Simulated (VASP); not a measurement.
# Zr2N (P4_2/mnm) in VASP: further runs

Runs on Zr2N. Level: PBEsol. Tasks: single point.

Program: VASP 6.6.1. These are calculated values, not measurements. Logs are shortened: lines on timing, memory, paths and dates and some standing lists are left out, and cuts for length are marked.

## (1) The cell of the first run

It takes space group P4_2/mnm (No. 136, tetragonal). The conventional cell has a = 5.401 Å, b = 5.401 Å, c = 3.289 Å, α = 90.00°, β = 90.00°, γ = 90.00°. Zr (site symmetry m2m) has 3 N at 2.26 to 2.27 Å and 11 Zr at 3.11 to 3.29 Å within 3.3 Å. N (site symmetry mmm) has 6 Zr at 2.26 to 2.27 Å within 3.0 Å.

## (2) Single point, PBEsol

The input, INCAR:

```
SYSTEM = Zr2N
PREC = Accurate
ENCUT = 520
EDIFF = 1E-6
ISMEAR = 0
SIGMA = 0.1
LREAL = .FALSE.
LASPH = .TRUE.
NELM = 100
ALGO = Normal
ISIF = 2
LWAVE = .FALSE.
LCHARG = .TRUE.
GGA = PS
LELF = .TRUE.
LVHAR = .TRUE.
NBANDS = 38
```

The input, KPOINTS:

```
regular mesh
0
G
  8 8 10
  0 0 0
```

The input, POSCAR:

```
Zr2N
1.0
    5.4011302447      0.0000000000      0.0000000000
    0.0000000000      5.4011302447      0.0000000000
    0.0000000000      0.0000000000      3.2886839907
Zr N
4 2
Direct
    0.2966170859      0.2966170859      0.0000000000
    0.7033829141      0.7033829141      0.0000000000
    0.7966170859      0.2033829141      0.5000000000
    0.2033829141      0.7966170859      0.5000000000
    0.0000000000      0.0000000000      0.0000000000
    0.5000000000      0.5000000000      0.5000000000
```

Potentials or basis: VASP PAW PBE potentials, release 64 (Zr_sv, N).

Launch:

```console
$ cat potpaw_PBE.64/Zr_sv/POTCAR potpaw_PBE.64/N/POTCAR > POTCAR
$ mpirun -np 1 vasp_std > vasp.out
```

OUTCAR:

```text
SYSTEM = Zr2N
   PREC = Accurate
   ENCUT = 520
   EDIFF = 1E-6
   ISMEAR = 0
   LREAL = .FALSE.
   LASPH = .TRUE.
   NELM = 100
   ISIF = 2
   GGA = PS

 ion  position               nearest neighbor table
   1  0.297  0.297  0.000-   6 2.26   6 2.26   5 2.27   2 3.11   4 3.20   3 3.20   4 3.20   3 3.20
                             4 3.20   4 3.20   3 3.20   3 3.20   2 3.89   2 3.89
   2  0.703  0.703  0.000-   6 2.26   6 2.26   5 2.27   1 3.11   4 3.20   3 3.20   4 3.20   3 3.20
                             3 3.20   3 3.20   4 3.20   4 3.20   1 3.89   1 3.89
   3  0.797  0.203  0.500-   5 2.26   5 2.26   6 2.27   4 3.11   1 3.20   1 3.20   2 3.20   2 3.20
                             2 3.20   2 3.20   1 3.20   1 3.20   4 3.89   4 3.89
   4  0.203  0.797  0.500-   5 2.26   5 2.26   6 2.27   3 3.11   1 3.20   1 3.20   2 3.20   2 3.20
                             1 3.20   1 3.20   2 3.20   2 3.20   3 3.89   3 3.89
   5  0.000  0.000  0.000-   3 2.26   4 2.26   3 2.26   4 2.26   1 2.27   2 2.27
   6  0.500  0.500  0.500-   1 2.26   2 2.26   1 2.26   2 2.26   3 2.27   4 2.27

  LATTYP: Found a simple tetragonal cell.
 ALAT       =     5.4011302447
 C/A-ratio  =     0.6088881108

  Lattice vectors:

 A1 = (   5.4011302447,   0.0000000000,   0.0000000000)
 A2 = (   0.0000000000,   5.4011302447,   0.0000000000)
 A3 = (   0.0000000000,   0.0000000000,   3.2886839907)

Analysis of symmetry for initial positions (statically):
=====================================================================
 Subroutine PRICEL returns:
 Original cell was already a primitive cell.

 Routine SETGRP: Setting up the symmetry group for a
 simple tetragonal supercell.

 Subroutine GETGRP returns: Found 16 space group operations
 (whereof  8 operations were pure point group operations)
 out of a pool of 16 trial point group operations.

The static configuration has the point symmetry D_2h.
 The point group associated with its full space group is D_4h.

Analysis of symmetry for dynamics (positions and initial velocities):
=====================================================================
 Subroutine PRICEL returns:
 Original cell was already a primitive cell.

 Routine SETGRP: Setting up the symmetry group for a
 simple tetragonal supercell.

 Subroutine GETGRP returns: Found 16 space group operations
 (whereof  8 operations were pure point group operations)
 out of a pool of 16 trial point group operations.

The dynamic configuration has the point symmetry D_2h.
 The point group associated with its full space group is D_4h.

 Subroutine INISYM returns: Found 16 space group operations
 (whereof  8 operations are pure point group operations),
 and found     1 'primitive' translations

----------------------------------------------------------------------------------------

                                     Primitive cell

  volume of cell :      95.9382

  direct lattice vectors                    reciprocal lattice vectors
     5.401130245  0.000000000  0.000000000     0.185146433  0.000000000  0.000000000
     0.000000000  5.401130245  0.000000000     0.000000000  0.185146433  0.000000000
     0.000000000  0.000000000  3.288683991     0.000000000  0.000000000  0.304072998

  length of vectors
     5.401130245  5.401130245  3.288683991     0.185146433  0.185146433  0.304072998

  position of ions in fractional coordinates (direct lattice)
     0.296617086  0.296617086  0.000000000
     0.703382914  0.703382914  0.000000000
     0.796617086  0.203382914  0.500000000
     0.203382914  0.796617086  0.500000000
     0.000000000  0.000000000  0.000000000
     0.500000000  0.500000000  0.500000000

  ion indices of the primitive-cell ions
   primitive index   ion index
                 1           1
                 2           2
                 3           3
                 4           4
                 5           5
                 6           6

----------------------------------------------------------------------------------------

 KPOINTS: regular mesh

Automatic generation of k-mesh.
 Grid dimensions read from file:
 generate k-points for:    8    8   10

 Generating k-lattice:

  Cartesian coordinates                     Fractional coordinates (reciprocal lattice)
     0.023143304  0.000000000  0.000000000     0.125000000  0.000000000  0.000000000
     0.000000000  0.023143304  0.000000000     0.000000000  0.125000000  0.000000000
     0.000000000  0.000000000  0.030407300     0.000000000  0.000000000  0.100000000

  Length of vectors
     0.023143304  0.023143304  0.030407300

  Shift w.r.t. Gamma in fractional coordinates (k-lattice)
     0.000000000  0.000000000  0.000000000

 Subroutine IBZKPT returns following result:
 ===========================================

 Found     90 irreducible k-points:

 Following reciprocal coordinates:
            Coordinates               Weight
  0.000000  0.000000  0.000000      1.000000
  0.125000  0.000000  0.000000      4.000000
  0.250000  0.000000  0.000000      4.000000
  0.375000  0.000000  0.000000      4.000000
  0.500000  0.000000  0.000000      2.000000
  0.125000  0.125000  0.000000      4.000000
[... 16 lines left out ...]
  0.375000  0.125000  0.100000     16.000000
  0.500000  0.125000  0.100000      8.000000
 [... further k-points ...]
   k-points           NKPTS =     90   k-points in BZ     NKDIM =     90   number of bands    NBANDS=     38
   number of dos      NEDOS =    301   number of ions     NIONS =      6
   total plane-waves  NPLWV =  38400
   dimension x,y,z NGX =    40 NGY =   40 NGZ =   24
   dimension x,y,z NGXF=    80 NGYF=   80 NGZF=   48
   ions per type =               4   2
   NGX,Y,Z   is equivalent  to a cutoff of  12.31, 12.31, 12.13 a.u.
   NGXF,Y,Z  is equivalent  to a cutoff of  24.62, 24.62, 24.26 a.u.
 SYSTEM =  Zr2N
   PREC   = accura    normal or accurate (medium, high low for compatibility)
   ISTART =      0    job   : 0-new  1-cont  2-samecut
   ICHARG =      2    charge: 1-file 2-atom 10-const
   ISPIN  =      1    spin polarized calculation?
   LNONCOLLINEAR =      F non collinear calculations
   LSORBIT =      F    spin-orbit coupling
   LASPH  =      T    aspherical Exc in radial PAW
   ENCUT  =  520.0 eV  38.22 Ry    6.18 a.u.  10.04 10.04  6.11*2*pi/ulx,y,z
   NELM   =    100;   NELMIN=  2; NELMDL= -5     # of ELM steps
   EDIFF  = 0.1E-05   stopping-criterion for ELM
   LREAL  =      F    real-space projection
   EDIFFG = 0.1E-04   stopping-criterion for IOM
   NSW    =      0    number of steps for IOM
   IBRION =     -1    ionic relax: 0-MD 1-quasi-New 2-CG
   NFREE  =      0    steps in history (QN), initial steepest desc. (CG)
   ISIF   =      2    stress and relaxation
   ISYM   =      2    0-nonsym 1-usesym 2-fastsym
   POTIM  = 0.5000    time-step for ionic-motion
   TEBEG  =    0.0;   TEEND  =   0.0 temperature during run
   PSTRESS=    0.0 pullay stress
   NELECT =      58.0000    total number of electrons
   NUPDOWN=      -1.0000    fix difference up-down
   EMIN   =  10.00;   EMAX   =-10.00  energy-range for DOS
   EFERMI =   0.00;   METHOD = LEGACY
   ISMEAR =     0;   SIGMA  =   0.10  broadening in eV -4-tet -1-fermi 0-gaus
   EFERMI_NEDOS =   21; number of points for ismear=-14 and -15
   IALGO  =     38    algorithm
   IMIX   =      4    mixing-type and parameters
     AMIX     =   0.40;   BMIX     =  1.00
     AMIX_MAG =   1.60;   BMIX_MAG =  1.00
  volume/ion in A,a.u.               =      15.99       107.90
  Fermi-wavevector in a.u.,A,eV,Ry     =   1.384269  2.615888 26.071475  1.916199
  Thomas-Fermi vector in A             =   2.508789
   LORBIT       =      0    0 simple, 1 ext, 2 COOP (PROOUT), +10 PAW based schemes
   GGA     = PS    functional components
   LHFCALC =     F    Hartree Fock is set to
   AEXX    =    0.0000 exact exchange contribution
   IVDW    =     0    specifies the selected vdW correction
   LEPSILON=     F    determine dielectric tensor
   LRPA    =     F    only Hartree local field effects (RPA)
 non-spin polarized calculation
 Gauss-broadening in eV      SIGMA  =   0.10
  energy-cutoff  :      520.00
  volume of cell :       95.94
 maximum number of plane-waves:      2606
   NGX = 21   NGY = 21   NGZ = 13

 number of electron      58.0000000 magnetization

 Free energy of the ion-electron system (eV)
  ---------------------------------------------------
  ext. energy  EPLUGINS =         0.00000000
  ---------------------------------------------------
  free energy    TOTEN  =       -61.80624214 eV

  energy without entropy =      -61.79335956  energy(sigma->0) =      -61.79980085

 E-fermi :   9.6635     XC(G=0): -11.8805

 val. band max:        9.6633275910   @ k =   0.3750   0.3750   0.2000
 cond. band min:       9.6668801191   @ k =   0.2500   0.2500   0.1000
 fundamental gap:      0.0035525281
 Fermi energy:         9.6634842491

 k-point     1 :       0.0000    0.0000    0.0000
  band No.  band energies     occupation
      1     -38.9021      2.00000
      2     -38.7557      2.00000
      3     -38.7557      2.00000
      4     -38.6963      2.00000
      5     -17.8684      2.00000
      6     -17.2575      2.00000
[... 30 lines left out ...]
     37      12.5695      0.00000
     38      12.5961      0.00000

 k-point     2 :       0.1250    0.0000    0.0000
  band No.  band energies     occupation
      1     -38.8970      2.00000
      2     -38.7623      2.00000
      3     -38.7531      2.00000
      4     -38.6977      2.00000
      5     -17.8413      2.00000
      6     -17.2495      2.00000
[... 30 lines left out ...]
     37      12.5766      0.00000
     38      12.8867      0.00000

 k-point     3 :       0.2500    0.0000    0.0000
  band No.  band energies     occupation
      1     -38.8824      2.00000
      2     -38.7801      2.00000
      3     -38.7456      2.00000
      4     -38.7024      2.00000
      5     -17.7655      2.00000
      6     -17.2887      2.00000
[... 30 lines left out ...]
     37      12.5258      0.00000
[... 781 lines left out ...]
 k-point    23 :       0.3750    0.1250    0.1000
  band No.  band energies     occupation
      1     -38.8490      2.00000
      2     -38.7973      2.00000
      3     -38.7368      2.00000
      4     -38.7134      2.00000
      5     -17.6096      2.00000
      6     -17.3700      2.00000
[... 30 lines left out ...]
     37      13.0757      0.00000
     38      13.6791      0.00000

 k-point    24 :       0.5000    0.1250    0.1000
  band No.  band energies     occupation
      1     -38.8236      2.00000
      2     -38.8236      2.00000
      3     -38.7247      2.00000
      4     -38.7247      2.00000
      5     -17.4891      2.00000
      6     -17.4891      2.00000
[... 30 lines left out ...]
     37      13.1836      0.00000
     38      13.1836      0.00000

 [... further k-points ...]

------------------------ aborting loop because EDIFF is reached ----------------------------------------

  FORCE on cell =-STRESS in cart. coord.  units (eV):
  Direction    XX          YY          ZZ          XY          YZ          ZX
  --------------------------------------------------------------------------------------
  -------------------------------------------------------------------------------------
  Total       -1.6660315     -1.6660315     -1.6767282     -0.0000000      0.0000000      0.0000000
  in kB      -27.8228961    -27.8228961    -28.0015331     -0.0000000      0.0000000      0.0000000
  external PRESSURE =     -27.8824418 kB  Pullay stress =       0.0000000 kB

 VOLUME and BASIS-vectors are now :
 -----------------------------------------------------------------------------
  energy-cutoff  :      520.00
  volume of cell :       95.94
      direct lattice vectors                 reciprocal lattice vectors
     5.401130245  0.000000000  0.000000000     0.185146433  0.000000000  0.000000000
     0.000000000  5.401130245  0.000000000     0.000000000  0.185146433  0.000000000
     0.000000000  0.000000000  3.288683991     0.000000000  0.000000000  0.304072998

 POSITION                                       TOTAL-FORCE (eV/Angst)
 -----------------------------------------------------------------------------------
      1.60207      1.60207      0.00000        -0.002569     -0.002569      0.000000
      3.79906      3.79906      0.00000         0.002569      0.002569     -0.000000
      4.30263      1.09850      1.64434        -0.002569      0.002569     -0.000000
      1.09850      4.30263      1.64434         0.002569     -0.002569      0.000000
      0.00000      0.00000      0.00000         0.000000     -0.000000      0.000000
      2.70057      2.70057      1.64434         0.000000     -0.000000      0.000000
 -----------------------------------------------------------------------------------
    total drift:                                0.000000     -0.000000      0.000000

  FREE ENERGIE OF THE ION-ELECTRON SYSTEM (eV)
  ---------------------------------------------------
  free  energy   TOTEN  =       -61.8062421354 eV

  energy  without entropy=      -61.7933595578  energy(sigma->0) =      -61.79980085
```

Wall time 4.3 min (1 thread of Intel Xeon Platinum 8259CL at 2.50GHz (Skylake/Cascade Lake), shared host); peak memory 0.36 GiB.

Results:

```yaml
Free_energy: -61.8062 eV
Pressure: -2.8 GPa
Largest_force: 0.004 eV/Å
Band_gap_on_the_k_mesh: zero (bands 29 and 30 overlap by 2.55 eV)
```

Forces on the atoms (eV/Å):
```
Zr  -0.003 -0.003  0.000
Zr   0.003  0.003  0.000
Zr  -0.003  0.003  0.000
Zr   0.003 -0.003  0.000
N    0.000  0.000  0.000
N    0.000  0.000  0.000
```

Caveat: the PAW data sets were made with another functional, which shifts forces and pressure a little.

(Part 1 of 2 ends here.)

The gap in the log of VASP goes by the Fermi energy; the results here count the filled bands.